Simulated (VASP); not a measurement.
# MgSe (Fm-3m) in VASP: notebook, part 2 of 2

VASP 6.6.1.

## (3) Single point, LDA

Contents of INCAR:

```
SYSTEM = MgSe
PREC = Accurate
ENCUT = 600
EDIFF = 1E-6
ISMEAR = 0
SIGMA = 0.05
LREAL = .False.
LASPH = .True.
NELM = 120
ALGO = Normal
ISIF = 2
LWAVE = .False.
LCHARG = .False.
NBANDS = 11
GGA_COMPAT = .False.
```

Contents of KPOINTS:

```
regular mesh
0
Gamma
  10 10 10
  0 0 0
```

Contents of POSCAR:

```
MgSe
1.0
    0.0000000000      2.7255000000      2.7255000000
    2.7255000000      0.0000000000      2.7255000000
    2.7255000000      2.7255000000      0.0000000000
Mg Se
1 1
Direct
    0.0000000000      0.0000000000      0.0000000000
    0.5000000000      0.5000000000      0.5000000000
```

Potentials or basis: VASP PAW LDA potentials, release 64 (Mg, Se).

Run with:

```
$ cat potpaw_LDA.64/Mg/POTCAR potpaw_LDA.64/Se/POTCAR > POTCAR
$ mpirun -np 1 vasp_std > vasp.out
```

OUTCAR:

```text
SYSTEM = MgSe
   PREC = Accurate
   ENCUT = 600
   EDIFF = 1E-6
   ISMEAR = 0
   LREAL = .False.
   LASPH = .True.
   NELM = 120
   ISIF = 2

 ion  position               nearest neighbor table
   1  0.000  0.000  0.000-   2 2.73   2 2.73   2 2.73   2 2.73   2 2.73   2 2.73
   2  0.500  0.500  0.500-   1 2.73   1 2.73   1 2.73   1 2.73   1 2.73   1 2.73

  LATTYP: Found a face centered cubic cell.
 ALAT       =     5.4510000000

  Lattice vectors:

 A1 = (   0.0000000000,   2.7255000000,   2.7255000000)
 A2 = (   2.7255000000,   0.0000000000,   2.7255000000)
 A3 = (   2.7255000000,   2.7255000000,   0.0000000000)

Analysis of symmetry for initial positions (statically):
=====================================================================
 Subroutine PRICEL returns:
 Original cell was already a primitive cell.

 Routine SETGRP: Setting up the symmetry group for a
 face centered cubic supercell.

 Subroutine GETGRP returns: Found 48 space group operations
 (whereof 48 operations were pure point group operations)
 out of a pool of 48 trial point group operations.

The static configuration has the point symmetry O_h .

Analysis of symmetry for dynamics (positions and initial velocities):
=====================================================================
 Subroutine PRICEL returns:
 Original cell was already a primitive cell.

 Routine SETGRP: Setting up the symmetry group for a
 face centered cubic supercell.

 Subroutine GETGRP returns: Found 48 space group operations
 (whereof 48 operations were pure point group operations)
 out of a pool of 48 trial point group operations.

The dynamic configuration has the point symmetry O_h .

 Subroutine INISYM returns: Found 48 space group operations
 (whereof 48 operations are pure point group operations),
 and found     1 'primitive' translations

----------------------------------------------------------------------------------------

                                     Primitive cell

  volume of cell :      40.4919

  direct lattice vectors                    reciprocal lattice vectors
     0.000000000  2.725500000  2.725500000    -0.183452578  0.183452578  0.183452578
     2.725500000  0.000000000  2.725500000     0.183452578 -0.183452578  0.183452578
     2.725500000  2.725500000  0.000000000     0.183452578  0.183452578 -0.183452578

  length of vectors
     3.854439064  3.854439064  3.854439064     0.317749185  0.317749185  0.317749185

  position of ions in fractional coordinates (direct lattice)
     0.000000000  0.000000000  0.000000000
     0.500000000  0.500000000  0.500000000

  ion indices of the primitive-cell ions
   primitive index   ion index
                 1           1
                 2           2

----------------------------------------------------------------------------------------

 KPOINTS: regular mesh

Automatic generation of k-mesh.
 Grid dimensions read from file:
 generate k-points for:   10   10   10

 Generating k-lattice:

  Cartesian coordinates                     Fractional coordinates (reciprocal lattice)
    -0.018345258  0.018345258  0.018345258     0.100000000  0.000000000  0.000000000
     0.018345258 -0.018345258  0.018345258     0.000000000  0.100000000  0.000000000
     0.018345258  0.018345258 -0.018345258     0.000000000  0.000000000  0.100000000

  Length of vectors
     0.031774919  0.031774919  0.031774919

  Shift w.r.t. Gamma in fractional coordinates (k-lattice)
     0.000000000  0.000000000  0.000000000

 Subroutine IBZKPT returns following result:
 ===========================================

 Found     47 irreducible k-points:

 Following reciprocal coordinates:
            Coordinates               Weight
  0.000000  0.000000  0.000000      1.000000
  0.100000  0.000000  0.000000      8.000000
  0.200000  0.000000  0.000000      8.000000
  0.300000  0.000000  0.000000      8.000000
  0.400000  0.000000  0.000000      8.000000
  0.500000  0.000000  0.000000      4.000000
[... 16 lines left out ...]
  0.300000  0.300000  0.000000      6.000000
  0.400000  0.300000  0.000000     24.000000
 [... further k-points ...]
   k-points           NKPTS =     47   k-points in BZ     NKDIM =     47   number of bands    NBANDS=     11
   number of dos      NEDOS =    301   number of ions     NIONS =      2
   total plane-waves  NPLWV =  32768
   dimension x,y,z NGX =    32 NGY =   32 NGZ =   32
   dimension x,y,z NGXF=    64 NGYF=   64 NGZF=   64
   ions per type =               1   1
   NGX,Y,Z   is equivalent  to a cutoff of  13.80, 13.80, 13.80 a.u.
   NGXF,Y,Z  is equivalent  to a cutoff of  27.60, 27.60, 27.60 a.u.
 SYSTEM =  MgSe
   PREC   = accura    normal or accurate (medium, high low for compatibility)
   ISTART =      0    job   : 0-new  1-cont  2-samecut
   ICHARG =      2    charge: 1-file 2-atom 10-const
   ISPIN  =      1    spin polarized calculation?
   LNONCOLLINEAR =      F non collinear calculations
   LSORBIT =      F    spin-orbit coupling
   LASPH  =      T    aspherical Exc in radial PAW
   ENCUT  =  600.0 eV  44.10 Ry    6.64 a.u.   7.70  7.70  7.70*2*pi/ulx,y,z
   NELM   =    120;   NELMIN=  2; NELMDL= -5     # of ELM steps
   EDIFF  = 0.1E-05   stopping-criterion for ELM
   LREAL  =      F    real-space projection
   EDIFFG = 0.1E-04   stopping-criterion for IOM
   NSW    =      0    number of steps for IOM
   IBRION =     -1    ionic relax: 0-MD 1-quasi-New 2-CG
   NFREE  =      0    steps in history (QN), initial steepest desc. (CG)
   ISIF   =      2    stress and relaxation
   ISYM   =      2    0-nonsym 1-usesym 2-fastsym
   POTIM  = 0.5000    time-step for ionic-motion
   TEBEG  =    0.0;   TEEND  =   0.0 temperature during run
   PSTRESS=    0.0 pullay stress
   NELECT =       8.0000    total number of electrons
   NUPDOWN=      -1.0000    fix difference up-down
   EMIN   =  10.00;   EMAX   =-10.00  energy-range for DOS
   EFERMI =   0.00;   METHOD = LEGACY
   ISMEAR =     0;   SIGMA  =   0.05  broadening in eV -4-tet -1-fermi 0-gaus
   EFERMI_NEDOS =   21; number of points for ismear=-14 and -15
   IALGO  =     38    algorithm
   IMIX   =      4    mixing-type and parameters
     AMIX     =   0.40;   BMIX     =  1.00
     AMIX_MAG =   1.60;   BMIX_MAG =  1.00
  volume/ion in A,a.u.               =      20.25       136.63
  Fermi-wavevector in a.u.,A,eV,Ry     =   0.953488  1.801831 12.369596  0.909140
  Thomas-Fermi vector in A             =   2.082148
   LORBIT       =      0    0 simple, 1 ext, 2 COOP (PROOUT), +10 PAW based schemes
   GGA     = CA    functional components
   LHFCALC =     F    Hartree Fock is set to
   AEXX    =    0.0000 exact exchange contribution
   IVDW    =     0    specifies the selected vdW correction
   LEPSILON=     F    determine dielectric tensor
   LRPA    =     F    only Hartree local field effects (RPA)
 non-spin polarized calculation
 Gauss-broadening in eV      SIGMA  =   0.05
  energy-cutoff  :      600.00
  volume of cell :       40.49
 maximum number of plane-waves:      1369
   NGX = 15   NGY = 15   NGZ = 15

 number of electron       8.0000001 magnetization

 Free energy of the ion-electron system (eV)
  ---------------------------------------------------
  ext. energy  EPLUGINS =         0.00000000
  ---------------------------------------------------
  free energy    TOTEN  =        -8.59048569 eV

  energy without entropy =       -8.59048569  energy(sigma->0) =       -8.59048569

 E-fermi :   3.4359     XC(G=0):  -9.7507

 val. band max:        3.1685125254   @ k =   0.0000   0.0000   0.0000
 cond. band min:       4.8175993170   @ k =   0.5000   0.5000   0.0000
 fundamental gap:      1.6490867915
 Fermi energy:         3.4358951704

 k-point     1 :       0.0000    0.0000    0.0000
  band No.  band energies     occupation
      1      -9.8003      2.00000
      2       3.1685      2.00000
      3       3.1685      2.00000
      4       3.1685      2.00000
      5       5.5683      0.00000
      6      10.5292      0.00000
      7      10.5292      0.00000
      8      10.5292      0.00000
      9      13.1080      0.00000
     10      13.1080      0.00000
     11      14.0512      0.00000
[... 309 lines left out ...]
 k-point    24 :       0.4000    0.3000    0.0000
  band No.  band energies     occupation
      1      -8.6886      2.00000
      2      -0.5983      2.00000
      3       1.4168      2.00000
      4       1.7086      2.00000
      5       6.0137      0.00000
      6       7.8679      0.00000
      7      11.8912      0.00000
      8      12.8985      0.00000
      9      14.2975      0.00000
     10      16.0135      0.00000
     11      18.0199      0.00000

 [... further k-points ...]
[... 5 lines left out ...]
  --------------------------------------------------------------------------------------
  -------------------------------------------------------------------------------------
  Total       -0.6144012     -0.6144012     -0.6144012      0.0000000      0.0000000      0.0000000
  in kB      -24.3105097    -24.3105097    -24.3105097      0.0000000      0.0000000      0.0000000
  external PRESSURE =     -24.3105097 kB  Pullay stress =       0.0000000 kB

 VOLUME and BASIS-vectors are now :
 -----------------------------------------------------------------------------
  energy-cutoff  :      600.00
  volume of cell :       40.49
      direct lattice vectors                 reciprocal lattice vectors
     0.000000000  2.725500000  2.725500000    -0.183452578  0.183452578  0.183452578
     2.725500000  0.000000000  2.725500000     0.183452578 -0.183452578  0.183452578
     2.725500000  2.725500000  0.000000000     0.183452578  0.183452578 -0.183452578

 POSITION                                       TOTAL-FORCE (eV/Angst)
 -----------------------------------------------------------------------------------
      0.00000      0.00000      0.00000        -0.000000      0.000000      0.000000
      2.72550      2.72550      2.72550         0.000000     -0.000000      0.000000
 -----------------------------------------------------------------------------------
    total drift:                               -0.000000     -0.000000      0.000000

  FREE ENERGIE OF THE ION-ELECTRON SYSTEM (eV)
  ---------------------------------------------------
  free  energy   TOTEN  =        -8.5904856881 eV

  energy  without entropy=       -8.5904856881  energy(sigma->0) =       -8.59048569
```

OSZICAR:

```text
N       E                     dE             d eps       ncg     rms          rms(c)
DAV:   1     0.245247796028E+02    0.24525E+02   -0.37760E+03  1042   0.661E+02
DAV:   2    -0.733860228171E+01   -0.31863E+02   -0.30553E+02  1329   0.993E+01
DAV:   3    -0.892398551633E+01   -0.15854E+01   -0.15827E+01  1299   0.237E+01
DAV:   4    -0.893196687141E+01   -0.79814E-02   -0.79810E-02  1162   0.199E+00
DAV:   5    -0.893200554158E+01   -0.38670E-04   -0.38670E-04  1241   0.142E-01    0.307E+00
DAV:   6    -0.864450281680E+01    0.28750E+00   -0.51738E-01  1145   0.261E+00    0.190E+00
DAV:   7    -0.859442011565E+01    0.50083E-01   -0.19520E-01  1196   0.168E+00    0.937E-01
DAV:   8    -0.859067616542E+01    0.37440E-02   -0.10097E-02  1112   0.489E-01    0.256E-01
DAV:   9    -0.859049970032E+01    0.17647E-03   -0.47723E-04  1163   0.100E-01    0.121E-01
DAV:  10    -0.859048828177E+01    0.11419E-04   -0.14072E-04  1159   0.493E-02    0.455E-02
DAV:  11    -0.859048577787E+01    0.25039E-05   -0.66031E-06  1139   0.119E-02    0.882E-03
DAV:  12    -0.859048568813E+01    0.89741E-07   -0.47974E-07   595   0.349E-03
   1 F= -.85904857E+01 E0= -.85904857E+01  d E =-.322071E-16
```

stdout:

```text
POSCAR found type information on POSCAR MgSe
 POSCAR found :  2 types and       2 ions
 scaLAPACK will be used
 LDA part: xc-table for (Slater(with rela. corr.)+CA(PZ))
 , standard interpolation
 POSCAR, INCAR and KPOINTS ok, starting setup
 FFT: planning ... GRIDC
 FFT: planning ... GRID_SOFT
 FFT: planning ... GRID
 WAVECAR not read
 entering main loop
```

Wall time 30 s (1 thread of AMD EPYC 7R43 (Zen 3), shared host); peak memory 0.13 GiB.

Results:

* Free energy: -8.5905 eV
* Pressure: -2.4 GPa
* Band gap on the k mesh: 1.65 eV, indirect (least direct gap 2.40 eV)

A k mesh can miss the band edges. LDA gaps usually lie below the measured ones, often by a third to a half.
